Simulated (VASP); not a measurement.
# Mg2Sn (Fm-3m) in VASP: settings compared, part 2 of 2

VASP 6.6.1. Earlier steps stand in the parts before.

### Step 5. Single point, PBE

This run uses another cell than the first one, of 26.37 Å³/atom, 1.069 times its volume.

Contents of INCAR:

```
  PREC = Accurate
  ENCUT = 600
  EDIFF = 1E-6
  ISMEAR = -1
  SIGMA = 0.02
  LREAL = False
  LASPH = True
  NELM = 120
  ALGO = Normal
  ISIF = 2
  LWAVE = False
  LCHARG = False
  GGA = PE
  NBANDS = 16
  GGA_COMPAT = False
```

Contents of KPOINTS:

```
regular mesh
0
Gamma
  6 6 6
```

Contents of POSCAR:

```
Mg2Sn
1.0
    0.0000000000      3.4073116578      3.4073116578
    3.4073116578      0.0000000000      3.4073116578
    3.4073116578      3.4073116578      0.0000000000
Sn Mg
1 2
Direct
    0.0000000000      0.0000000000      0.0000000000
    0.2500000000      0.2500000000      0.2500000000
    0.7500000000      0.7500000000      0.7500000000
```

Potentials or basis: VASP PAW PBE potentials, release 64 (Sn_d, Mg).

Run with:

```console
cat potpaw_PBE.64/Sn_d/POTCAR potpaw_PBE.64/Mg/POTCAR > POTCAR
mpirun -np 1 vasp_std > vasp.out
```

OUTCAR:

```text
PREC = Accurate
   ENCUT = 600
   EDIFF = 1E-6
   ISMEAR = -1
   LREAL = False
   LASPH = True
   NELM = 120
   ISIF = 2
   GGA = PE

 ion  position               nearest neighbor table
   1  0.000  0.000  0.000-   3 2.95   3 2.95   3 2.95   2 2.95   3 2.95   2 2.95   2 2.95   2 2.95

   2  0.250  0.250  0.250-   1 2.95   1 2.95   1 2.95   1 2.95   3 3.41   3 3.41   3 3.41   3 3.41
                             3 3.41   3 3.41
   3  0.750  0.750  0.750-   1 2.95   1 2.95   1 2.95   1 2.95   2 3.41   2 3.41   2 3.41   2 3.41
                             2 3.41   2 3.41

  LATTYP: Found a face centered cubic cell.
 ALAT       =     6.8146233156

  Lattice vectors:

 A1 = (   0.0000000000,   3.4073116578,   3.4073116578)
 A2 = (   3.4073116578,   0.0000000000,   3.4073116578)
 A3 = (   3.4073116578,   3.4073116578,   0.0000000000)

Analysis of symmetry for initial positions (statically):
=====================================================================
 Subroutine PRICEL returns:
 Original cell was already a primitive cell.

 Routine SETGRP: Setting up the symmetry group for a
 face centered cubic supercell.

 Subroutine GETGRP returns: Found 48 space group operations
 (whereof 48 operations were pure point group operations)
 out of a pool of 48 trial point group operations.

The static configuration has the point symmetry O_h .

Analysis of symmetry for dynamics (positions and initial velocities):
=====================================================================
 Subroutine PRICEL returns:
 Original cell was already a primitive cell.

 Routine SETGRP: Setting up the symmetry group for a
 face centered cubic supercell.

 Subroutine GETGRP returns: Found 48 space group operations
 (whereof 48 operations were pure point group operations)
 out of a pool of 48 trial point group operations.

The dynamic configuration has the point symmetry O_h .

 Subroutine INISYM returns: Found 48 space group operations
 (whereof 48 operations are pure point group operations),
 and found     1 'primitive' translations

----------------------------------------------------------------------------------------

                                     Primitive cell

  volume of cell :      79.1162

  direct lattice vectors                    reciprocal lattice vectors
     0.000000000  3.407311658  3.407311658    -0.146743254  0.146743254  0.146743254
     3.407311658  0.000000000  3.407311658     0.146743254 -0.146743254  0.146743254
     3.407311658  3.407311658  0.000000000     0.146743254  0.146743254 -0.146743254

  length of vectors
     4.818666358  4.818666358  4.818666358     0.254166772  0.254166772  0.254166772

  position of ions in fractional coordinates (direct lattice)
     0.000000000  0.000000000  0.000000000
     0.250000000  0.250000000  0.250000000
     0.750000000  0.750000000  0.750000000

  ion indices of the primitive-cell ions
   primitive index   ion index
                 1           1
                 2           2
                 3           3

----------------------------------------------------------------------------------------

 KPOINTS: regular mesh

Automatic generation of k-mesh.
 Grid dimensions read from file:
 generate k-points for:    6    6    6

 Generating k-lattice:

  Cartesian coordinates                     Fractional coordinates (reciprocal lattice)
    -0.024457209  0.024457209  0.024457209     0.166666667  0.000000000  0.000000000
     0.024457209 -0.024457209  0.024457209     0.000000000  0.166666667  0.000000000
     0.024457209  0.024457209 -0.024457209     0.000000000  0.000000000  0.166666667

  Length of vectors
     0.042361129  0.042361129  0.042361129

  Shift w.r.t. Gamma in fractional coordinates (k-lattice)
     0.000000000  0.000000000  0.000000000

 Subroutine IBZKPT returns following result:
 ===========================================

 Found     16 irreducible k-points:

 Following reciprocal coordinates:
            Coordinates               Weight
  0.000000  0.000000  0.000000      1.000000
  0.166667  0.000000  0.000000      8.000000
  0.333333  0.000000  0.000000      8.000000
  0.500000  0.000000  0.000000      4.000000
  0.166667  0.166667  0.000000      6.000000
  0.333333  0.166667  0.000000     24.000000
[... 8 lines left out ...]
 -0.333333  0.333333  0.166667     24.000000
 -0.333333  0.500000  0.166667     12.000000
   k-points           NKPTS =     16   k-points in BZ     NKDIM =     16   number of bands    NBANDS=     16
   number of dos      NEDOS =    301   number of ions     NIONS =      3
   total plane-waves  NPLWV =  64000
   dimension x,y,z NGX =    40 NGY =   40 NGZ =   40
   dimension x,y,z NGXF=    80 NGYF=   80 NGZF=   80
   ions per type =               1   2
   NGX,Y,Z   is equivalent  to a cutoff of  13.80, 13.80, 13.80 a.u.
   NGXF,Y,Z  is equivalent  to a cutoff of  27.60, 27.60, 27.60 a.u.
 SYSTEM =  unknown system
   PREC   = accura    normal or accurate (medium, high low for compatibility)
   ISTART =      0    job   : 0-new  1-cont  2-samecut
   ICHARG =      2    charge: 1-file 2-atom 10-const
   ISPIN  =      1    spin polarized calculation?
   LNONCOLLINEAR =      F non collinear calculations
   LSORBIT =      F    spin-orbit coupling
   LASPH  =      T    aspherical Exc in radial PAW
   ENCUT  =  600.0 eV  44.10 Ry    6.64 a.u.   9.62  9.62  9.62*2*pi/ulx,y,z
   NELM   =    120;   NELMIN=  2; NELMDL= -5     # of ELM steps
   EDIFF  = 0.1E-05   stopping-criterion for ELM
   LREAL  =      F    real-space projection
   EDIFFG = 0.1E-04   stopping-criterion for IOM
   NSW    =      0    number of steps for IOM
   IBRION =     -1    ionic relax: 0-MD 1-quasi-New 2-CG
   NFREE  =      0    steps in history (QN), initial steepest desc. (CG)
   ISIF   =      2    stress and relaxation
   ISYM   =      2    0-nonsym 1-usesym 2-fastsym
   POTIM  = 0.5000    time-step for ionic-motion
   TEBEG  =    0.0;   TEEND  =   0.0 temperature during run
   PSTRESS=    0.0 pullay stress
   NELECT =      18.0000    total number of electrons
   NUPDOWN=      -1.0000    fix difference up-down
   EMIN   =  10.00;   EMAX   =-10.00  energy-range for DOS
   EFERMI =   0.00;   METHOD = LEGACY
   ISMEAR =    -1;   SIGMA  =   0.02  broadening in eV -4-tet -1-fermi 0-gaus
   EFERMI_NEDOS =   21; number of points for ismear=-14 and -15
   IALGO  =     38    algorithm
   IMIX   =      4    mixing-type and parameters
     AMIX     =   0.40;   BMIX     =  1.00
     AMIX_MAG =   1.60;   BMIX_MAG =  1.00
  volume/ion in A,a.u.               =      26.37       177.97
  Fermi-wavevector in a.u.,A,eV,Ry     =   0.999410  1.888612 13.589783  0.998821
  Thomas-Fermi vector in A             =   2.131699
   LORBIT       =      0    0 simple, 1 ext, 2 COOP (PROOUT), +10 PAW based schemes
   GGA     = PE    functional components
   LHFCALC =     F    Hartree Fock is set to
   AEXX    =    0.0000 exact exchange contribution
   IVDW    =     0    specifies the selected vdW correction
   LEPSILON=     F    determine dielectric tensor
   LRPA    =     F    only Hartree local field effects (RPA)
 non-spin polarized calculation
  energy-cutoff  :      600.00
  volume of cell :       79.12
 maximum number of plane-waves:      2685
 NGX is ok and might be reduce to    40
   NGX = 19   NGY = 19   NGZ = 19

 number of electron      18.0000004 magnetization

 Free energy of the ion-electron system (eV)
  ---------------------------------------------------
  ext. energy  EPLUGINS =         0.00000000
  ---------------------------------------------------
  free energy    TOTEN  =        -7.40713540 eV

  energy without entropy =       -7.40708910  energy(sigma->0) =       -7.40711225

 E-fermi :   4.0202     XC(G=0):  -8.6710

 val. band max:        3.9195995585   @ k =   0.5000   0.5000   0.0000
 cond. band min:       4.1199655188   @ k =   0.0000   0.0000   0.0000
 fundamental gap:      0.2003659603
 Fermi energy:         4.0202258902

 k-point     1 :       0.0000    0.0000    0.0000
  band No.  band energies     occupation
      1     -16.8438      2.00000
      2     -16.8438      2.00000
      3     -16.8438      2.00000
      4     -16.8078      2.00000
      5     -16.8078      2.00000
      6      -4.8825      2.00000
[... 281 lines left out ...]
      3     -16.8377      2.00000
      4     -16.8089      2.00000
      5     -16.8058      2.00000
      6      -3.1426      2.00000
[... 8 lines left out ...]
     15      11.8817      0.00000
     16      12.2292      0.00000

------------------------ aborting loop because EDIFF is reached ----------------------------------------

  FORCE on cell =-STRESS in cart. coord.  units (eV):
  Direction    XX          YY          ZZ          XY          YZ          ZX
  --------------------------------------------------------------------------------------
  -------------------------------------------------------------------------------------
  Total        0.0210283      0.0210283      0.0210283      0.0000000      0.0000000     -0.0000000
  in kB        0.4258422      0.4258422      0.4258422      0.0000000      0.0000000     -0.0000000
  external PRESSURE =       0.4258422 kB  Pullay stress =       0.0000000 kB

 VOLUME and BASIS-vectors are now :
 -----------------------------------------------------------------------------
  energy-cutoff  :      600.00
  volume of cell :       79.12
      direct lattice vectors                 reciprocal lattice vectors
     0.000000000  3.407311658  3.407311658    -0.146743254  0.146743254  0.146743254
     3.407311658  0.000000000  3.407311658     0.146743254 -0.146743254  0.146743254
     3.407311658  3.407311658  0.000000000     0.146743254  0.146743254 -0.146743254

 POSITION                                       TOTAL-FORCE (eV/Angst)
 -----------------------------------------------------------------------------------
      0.00000      0.00000      0.00000        -0.000000     -0.000000      0.000000
      1.70366      1.70366      1.70366         0.000000      0.000000     -0.000000
      5.11097      5.11097      5.11097        -0.000000     -0.000000      0.000000
 -----------------------------------------------------------------------------------
    total drift:                               -0.000000      0.000000     -0.000000

  FREE ENERGIE OF THE ION-ELECTRON SYSTEM (eV)
  ---------------------------------------------------
  free  energy   TOTEN  =        -7.4071354035 eV

  energy  without entropy=       -7.4070890979  energy(sigma->0) =       -7.40711225
```

Run time: 17 s. Hardware: 1 thread of Intel Xeon 6975P-C (Granite Rapids), shared host; peak memory 0.24 GiB.

Results:

* Free energy: -7.4071 eV
* Pressure: 0.0 GPa
* Band gap on the k mesh: zero (band 9 reaches 4.12 eV, above the bottom of band 10 at 3.92 eV)

Caveat: spin-orbit coupling is left out, which moves the levels of the heavy elements.

### Step 6. Single point, r2SCAN

This run uses another cell than the first one, of 25.74 Å³/atom, 1.043 times its volume.

Contents of POSCAR:

```
Mg2Sn
1.0
    0.0000000000      3.3799352829      3.3799352829
    3.3799352829      0.0000000000      3.3799352829
    3.3799352829      3.3799352829      0.0000000000
Sn Mg
1 2
Direct
    0.0000000000      0.0000000000      0.0000000000
    0.2500000000      0.2500000000      0.2500000000
    0.7500000000      0.7500000000      0.7500000000
```

Contents of INCAR.step1:

```
PREC = Accurate ; ENCUT = 660
ISMEAR = -1 ; SIGMA = 0.02
LREAL = False ; LASPH = True
NELM = 120 ; NBANDS = 16
GGA = PE ; ALGO = Normal
EDIFF = 1E-5 ; LWAVE = True
LCHARG = False ; GGA_COMPAT = False
```

Contents of INCAR.step2:

```
PREC = Accurate ; ENCUT = 660
EDIFF = 1E-6 ; ISMEAR = -1
SIGMA = 0.02 ; LREAL = False
LASPH = True ; NELM = 120
ALGO = Normal ; ISIF = 2
LWAVE = False ; LCHARG = False
METAGGA = R2SCAN ; LMIXTAU = True
NBANDS = 16 ; ISTART = 1
GGA_COMPAT = False
```

KPOINTS is that of step 5.

Potentials or basis: VASP PAW PBE potentials, release 64 (Sn_d, Mg).

Run with:

```console
cat potpaw_PBE.64/Sn_d/POTCAR potpaw_PBE.64/Mg/POTCAR > POTCAR
cp INCAR.step1 INCAR
mpirun -np 1 vasp_std > vasp.out
cp INCAR.step2 INCAR
mpirun -np 1 vasp_std > vasp.out
```

OUTCAR:

```text
PREC = Accurate
   ENCUT = 660
   EDIFF = 1E-6
   ISMEAR = -1
   LREAL = False
   LASPH = True
   NELM = 120
   ISIF = 2
   METAGGA = R2SCAN
   ISTART = 1

 ion  position               nearest neighbor table
   1  0.000  0.000  0.000-   3 2.93   3 2.93   3 2.93   2 2.93   3 2.93   2 2.93   2 2.93   2 2.93

   2  0.250  0.250  0.250-   1 2.93   1 2.93   1 2.93   1 2.93   3 3.38   3 3.38   3 3.38   3 3.38
                             3 3.38   3 3.38
   3  0.750  0.750  0.750-   1 2.93   1 2.93   1 2.93   1 2.93   2 3.38   2 3.38   2 3.38   2 3.38
                             2 3.38   2 3.38
[... 490 lines left out ...]
  Direction    XX          YY          ZZ          XY          YZ          ZX
  --------------------------------------------------------------------------------------
  -------------------------------------------------------------------------------------
  Total       -0.0934655     -0.0934655     -0.0934655      0.0000000      0.0000000     -0.0000000
  in kB       -1.9391293     -1.9391293     -1.9391293      0.0000000      0.0000000     -0.0000000
  external PRESSURE =      -1.9391293 kB  Pullay stress =       0.0000000 kB

 VOLUME and BASIS-vectors are now :
 -----------------------------------------------------------------------------
  energy-cutoff  :      660.00
  volume of cell :       77.22
      direct lattice vectors                 reciprocal lattice vectors
     0.000000000  3.379935283  3.379935283    -0.147931827  0.147931827  0.147931827
     3.379935283  0.000000000  3.379935283     0.147931827 -0.147931827  0.147931827
     3.379935283  3.379935283  0.000000000     0.147931827  0.147931827 -0.147931827

 POSITION                                       TOTAL-FORCE (eV/Angst)
 -----------------------------------------------------------------------------------
      0.00000      0.00000      0.00000         0.000000      0.000000     -0.000000
      1.68997      1.68997      1.68997        -0.000000     -0.000000      0.000000
      5.06990      5.06990      5.06990         0.000000      0.000000     -0.000000
 -----------------------------------------------------------------------------------
    total drift:                               -0.000000      0.000000     -0.000000

  FREE ENERGIE OF THE ION-ELECTRON SYSTEM (eV)
  ---------------------------------------------------
  free  energy   TOTEN  =       -33.8090046392 eV

  energy  without entropy=      -33.8089245090  energy(sigma->0) =      -33.80896457
```

OUTCAR.step1:

```text
PREC = Accurate
   ENCUT = 660
   ISMEAR = -1
   LREAL = False
   LASPH = True
   NELM = 120
[... 518 lines left out ...]
      0.00000      0.00000      0.00000         0.000000      0.000000      0.000000
      1.68997      1.68997      1.68997        -0.000000     -0.000000     -0.000000
      5.06990      5.06990      5.06990         0.000000     -0.000000      0.000000
 -----------------------------------------------------------------------------------
    total drift:                               -0.000000      0.000000     -0.000000

  FREE ENERGIE OF THE ION-ELECTRON SYSTEM (eV)
  ---------------------------------------------------
  free  energy   TOTEN  =        -7.4024347507 eV

  energy  without entropy=       -7.4023361854  energy(sigma->0) =       -7.40238547
```

OSZICAR.step1:

```text
N       E                     dE             d eps       ncg     rms          rms(c)
DAV:   1     0.107064132279E+03    0.10706E+03   -0.92750E+03   512   0.133E+03
DAV:   2     0.148073886980E+01   -0.10558E+03   -0.10186E+03   536   0.352E+02
DAV:   3    -0.746745749147E+01   -0.89482E+01   -0.89024E+01   656   0.819E+01
DAV:   4    -0.769194442569E+01   -0.22449E+00   -0.22443E+00   624   0.137E+01
DAV:   5    -0.770137085407E+01   -0.94264E-02   -0.94264E-02   736   0.263E+00    0.326E+00
DAV:   6    -0.746206586785E+01    0.23930E+00   -0.21408E-01   608   0.193E+00    0.181E+00
DAV:   7    -0.740071015929E+01    0.61356E-01   -0.19305E-01   632   0.261E+00    0.471E-01
DAV:   8    -0.740219506833E+01   -0.14849E-02   -0.17850E-02   656   0.148E+00    0.203E-01
DAV:   9    -0.740246039590E+01   -0.26533E-03   -0.18469E-03   672   0.460E-01    0.517E-02
DAV:  10    -0.740242328499E+01    0.37111E-04   -0.17736E-04   584   0.797E-02    0.233E-02
DAV:  11    -0.740243526196E+01   -0.11977E-04   -0.12516E-04   592   0.894E-02    0.180E-02
DAV:  12    -0.740243475066E+01    0.51130E-06   -0.53847E-06   432   0.230E-02
   1 F= -.74024348E+01 E0= -.74023855E+01  d E =-.985652E-04
```

It took 56 s on 1 thread of Intel Xeon 6975P-C (Granite Rapids), shared host; peak memory 0.27 GiB.

What came out:

| Property | Result |
| --- | --- |
| Free energy | -33.8090 eV |
| Pressure | -0.2 GPa |
| Band gap on the k mesh | 0.17 eV, indirect (least direct gap 2.00 eV) |

Levels at points of the mesh, in eV from the valence-band top:
| k point | band 6 | band 7 | band 8 | band 9 | band 10 | band 11 | band 12 | band 13 |
| --- | --- | --- | --- | --- | --- | --- | --- | --- |
| (0.00, 0.00, 0.00) | -9.49 | 0.00 | 0.00 | 0.00 | 2.01 | 2.39 | 2.39 | 2.39 |
| (0.50, 0.00, 0.00) | -8.15 | -4.96 | -0.88 | -0.88 | 1.12 | 2.48 | 2.48 | 4.53 |
| (0.50, 0.50, 0.00) | -7.61 | -4.72 | -2.21 | -2.21 | 0.17 | 0.41 | 7.89 | 7.89 |

Caveat: the PAW data sets were made with another functional, which shifts forces and pressure a little; spin-orbit coupling is left out, which moves the levels of the heavy elements. A k mesh can miss the band edges.

### Step 7. Overview

```csv
level,potentials or basis,cell,cutoff (eV),gap on the mesh (eV),pressure (GPa)
LDA,"VASP PAW LDA potentials, release 64 (Sn_d, Mg)","a = 4.713 Å, angles 60.0°, 3 atoms",600,none,-0.3
LDA,"VASP PAW LDA potentials, release 64 (Sn_d, Mg)","a = 4.780 Å, angles 60.0°, 3 atoms",600,none,-2.1
PBEsol,"VASP PAW PBE potentials, release 64 (Sn_d, Mg)","a = 4.770 Å, angles 60.0°, 3 atoms",600,none,0.0
PBE,"VASP PAW PBE potentials, release 64 (Sn_d, Mg)","a = 4.819 Å, angles 60.0°, 3 atoms",600,none,0.0
r2SCAN,"VASP PAW PBE potentials, release 64 (Sn_d, Mg)","a = 4.780 Å, angles 60.0°, 3 atoms",660,0.17,-0.2
```

Alike in all rows: task single point; no spin polarisation; k mesh 6 × 6 × 6; smearing fermi-dirac 0.02 eV.

Caveats: spin-orbit coupling is left out, which moves the levels of the heavy elements; the PAW data sets were made with another functional, which shifts forces and pressure a little (some runs).

Absolute energies hang on the potentials; compare differences alone.
